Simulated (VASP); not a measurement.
C:

```
C
1.0
     0.00000    1.76586    1.76586
     1.76586    0.00000    1.76586
     1.76586    1.76586    0.00000
C
2
Direct
  0.87500 0.87500 0.87500
  0.12500 0.12500 0.12500
```

Base run:

| Quantity | Value |
| --- | --- |
| Program | VASP 6.6.1 |
| Functional | LDA |
| Potentials or basis | VASP PAW LDA potentials, release 64 (C) |
| Cutoff | 520 eV |
| k mesh | 14 × 14 × 14 |
| Occupations | fermi-dirac, width 0.02 eV |
| Spin | no spin polarisation |

Its results: band gap on the k mesh 4.17 eV, indirect (least direct gap 5.63 eV); pressure 1.6 GPa.

Task: The run is repeated on the same cell with these changes: potentials or basis from VASP PAW LDA potentials, release 64 (C) to VASP PAW LDA potentials, release 64 (C_h); cutoff from 520 eV to 910 eV. What comes out?

Result: Band gap on the k mesh 4.17 eV, indirect (least direct gap 5.63 eV); pressure 0.7 GPa.

Caveats: the cutoff is under 1.25 times the usual one of these potentials, so pressure, stress and relaxed cells hold a basis-set (Pulay) error (some runs).

A k mesh can miss the band edges.
